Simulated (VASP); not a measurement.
# BN (rocksalt type) (Fm-3m) in VASP: a series of runs, part 2 of 2

VASP 6.6.1. The steps go on from the part before.

### 3 Single point, PBEsol

This run uses another cell than the first one, of 5.28 Å³/atom.

Input file POSCAR:

```
BN
1.0
    0.0000000000      1.7413883165      1.7413883165
    1.7413883165      0.0000000000      1.7413883165
    1.7413883165      1.7413883165      0.0000000000
B N
1 1
Direct
    0.0000000000      0.0000000000      0.0000000000
    0.5000000000      0.5000000000      0.5000000000
```

Input file INCAR.step1:

```
SYSTEM = BN
ALGO = Normal
EDIFF = 1E-6
ENCUT = 520
GGA = PS
GGA_COMPAT = .FALSE.
ISIF = 2
ISMEAR = -1
LASPH = .TRUE.
LCHARG = .TRUE.
LORBIT = 11
LREAL = .FALSE.
LWAVE = .FALSE.
NBANDS = 11
NEDOS = 2001
NELM = 120
PREC = Accurate
SIGMA = 0.1
```

Input file KPOINTS.step1:

```
k-points
0
G
  15 15 15
  0 0 0
```

Input file INCAR.step2:

```
SYSTEM = BN
ALGO = Normal
EDIFF = 1E-6
ENCUT = 520
GGA = PS
GGA_COMPAT = .FALSE.
ICHARG = 11
ISIF = 2
ISMEAR = -5
LASPH = .TRUE.
LCHARG = .FALSE.
LORBIT = 11
LREAL = .FALSE.
LWAVE = .FALSE.
NBANDS = 11
NEDOS = 2001
NELM = 120
PREC = Accurate
SIGMA = 0.1
```

Input file KPOINTS.step2:

```
k-points
0
G
  23 23 23
  0 0 0
```

Potentials or basis: VASP PAW PBE potentials, release 64 (B, N).

Launch:

```bash
$ cat potpaw_PBE.64/B/POTCAR potpaw_PBE.64/N/POTCAR > POTCAR
$ cp INCAR.step1 INCAR
$ cp KPOINTS.step1 KPOINTS
$ mpirun -np 1 vasp_std > vasp.out
$ cp INCAR.step2 INCAR
$ cp KPOINTS.step2 KPOINTS
$ mpirun -np 1 vasp_std > vasp.out
```

OUTCAR:

```text
SYSTEM = BN
   EDIFF = 1E-6
   ENCUT = 520
   GGA = PS
   ICHARG = 11
   ISIF = 2
   ISMEAR = -5
   LASPH = .TRUE.
   LORBIT = 11
   LREAL = .FALSE.
   NELM = 120
   PREC = Accurate

 ion  position               nearest neighbor table
   1  0.000  0.000  0.000-   2 1.74   2 1.74   2 1.74   2 1.74   2 1.74   2 1.74
   2  0.500  0.500  0.500-   1 1.74   1 1.74   1 1.74   1 1.74   1 1.74   1 1.74

  LATTYP: Found a face centered cubic cell.
 ALAT       =     3.4827766330

  Lattice vectors:

 A1 = (   0.0000000000,   1.7413883165,   1.7413883165)
 A2 = (   1.7413883165,   0.0000000000,   1.7413883165)
 A3 = (   1.7413883165,   1.7413883165,   0.0000000000)

Analysis of symmetry for initial positions (statically):
=====================================================================
 Subroutine PRICEL returns:
 Original cell was already a primitive cell.

 Routine SETGRP: Setting up the symmetry group for a
 face centered cubic supercell.

 Subroutine GETGRP returns: Found 48 space group operations
 (whereof 48 operations were pure point group operations)
 out of a pool of 48 trial point group operations.

The static configuration has the point symmetry O_h .

Analysis of symmetry for dynamics (positions and initial velocities):
=====================================================================
 Subroutine PRICEL returns:
 Original cell was already a primitive cell.

 Routine SETGRP: Setting up the symmetry group for a
 face centered cubic supercell.

 Subroutine GETGRP returns: Found 48 space group operations
 (whereof 48 operations were pure point group operations)
 out of a pool of 48 trial point group operations.

The dynamic configuration has the point symmetry O_h .

 Subroutine INISYM returns: Found 48 space group operations
 (whereof 48 operations are pure point group operations),
 and found     1 'primitive' translations

----------------------------------------------------------------------------------------

                                     Primitive cell

  volume of cell :      10.5613

[... 120 lines left out ...]
   LRPA    =     F    only Hartree local field effects (RPA)
 non-spin polarized calculation
 Fermi weights with tetrahedron method with Bloechl corrections
  energy-cutoff  :      520.00
  volume of cell :       10.56
 maximum number of plane-waves:       296

 number of electron       7.9999997 magnetization

 Free energy of the ion-electron system (eV)
  ---------------------------------------------------
  ext. energy  EPLUGINS =         0.00000000
  ---------------------------------------------------
  free energy    TOTEN  =       -14.98402794 eV

  energy without entropy =      -14.98402794  energy(sigma->0) =      -14.98402794

 E-fermi :  10.5339     XC(G=0): -13.9216

 val. band max:       10.5301691298   @ k =  -0.1739   0.1739   0.0000
 cond. band min:      11.8373054478   @ k =   0.4783   0.4783   0.0000
 fundamental gap:      1.3071363180
 Fermi energy:        10.5339348070

 k-point     1 :       0.0000    0.0000    0.0000
  band No.  band energies     occupation
      1     -12.1521      2.00000
      2       9.6046      2.00000
      3       9.6046      2.00000
      4       9.6046      2.00000
      5      19.9443      0.00000
      6      22.6499      0.00000
      7      22.6499      0.00000
      8      22.6499      0.00000
      9      28.9757      0.00000
     10      28.9757      0.00000
     11      28.9757      0.00000
[... 309 lines left out ...]
 k-point    24 :      -0.4783    0.0435    0.0000
  band No.  band energies     occupation
      1      -6.8442      2.00000
      2      -2.1856      2.00000
      3       9.4321      2.00000
      4       9.7033      2.00000
      5      15.7588      0.00000
      6      15.8616      0.00000
      7      18.0248      0.00000
      8      24.4562      0.00000
      9      32.9961      0.00000
     10      38.2887      0.00000
     11      41.8075      0.00000

 [... further k-points ...]
[... 5 lines left out ...]
  --------------------------------------------------------------------------------------
  -------------------------------------------------------------------------------------
  Total        0.0194200      0.0194200      0.0194200      0.0000000      0.0000000     -0.0000000
  in kB        2.9460752      2.9460752      2.9460752      0.0000000      0.0000000     -0.0000000
  external PRESSURE =       2.9460752 kB  Pullay stress =       0.0000000 kB

 VOLUME and BASIS-vectors are now :
 -----------------------------------------------------------------------------
  energy-cutoff  :      520.00
  volume of cell :       10.56
      direct lattice vectors                 reciprocal lattice vectors
     0.000000000  1.741388316  1.741388316    -0.287127228  0.287127228  0.287127228
     1.741388316  0.000000000  1.741388316     0.287127228 -0.287127228  0.287127228
     1.741388316  1.741388316  0.000000000     0.287127228  0.287127228 -0.287127228

 POSITION                                       TOTAL-FORCE (eV/Angst)
 -----------------------------------------------------------------------------------
      0.00000      0.00000      0.00000         0.000000      0.000000      0.000000
      1.74139      1.74139      1.74139         0.000000     -0.000000      0.000000
 -----------------------------------------------------------------------------------
    total drift:                               -0.000000     -0.000000     -0.000000

  FREE ENERGIE OF THE ION-ELECTRON SYSTEM (eV)
  ---------------------------------------------------
  free  energy   TOTEN  =       -14.9840279406 eV

  energy  without entropy=      -14.9840279406  energy(sigma->0) =      -14.98402794

 total charge

# of ion       s       p       d       tot
------------------------------------------
    1        0.575   1.077   0.000   1.651
    2        1.223   2.668   0.000   3.891
--------------------------------------------------
tot          1.798   3.745   0.000   5.543
```

OUTCAR.step1:

```text
SYSTEM = BN
   EDIFF = 1E-6
   ENCUT = 520
   GGA = PS
   ISIF = 2
   ISMEAR = -1
   LASPH = .TRUE.
   LORBIT = 11
[... 559 lines left out ...]
    total drift:                               -0.000000     -0.000000     -0.000000

  FREE ENERGIE OF THE ION-ELECTRON SYSTEM (eV)
  ---------------------------------------------------
  free  energy   TOTEN  =       -14.9840415171 eV

  energy  without entropy=      -14.9840212895  energy(sigma->0) =      -14.98403140

 total charge

# of ion       s       p       d       tot
------------------------------------------
    1        0.575   1.077   0.000   1.651
    2        1.223   2.668   0.000   3.891
--------------------------------------------------
tot          1.798   3.745   0.000   5.543
```

It took 19 s on 1 thread of AMD EPYC 9R45 (Zen 5), shared host; peak memory 0.12 GiB.

What came out:

```yaml
Valence_electrons_inside_the_program's_atomic_spheres: B 1.65; N 3.89
```

Levels at points of the mesh, in eV from the valence-band top:
```tsv
k point	band 1	band 2	band 3	band 4	band 5	band 6	band 7	band 8
(0.00, 0.00, 0.00)	-22.68	-0.93	-0.93	-0.93	9.41	12.12	12.12	12.12
```

Caveat: the PAW data sets were made with another functional, which shifts forces and pressure a little.
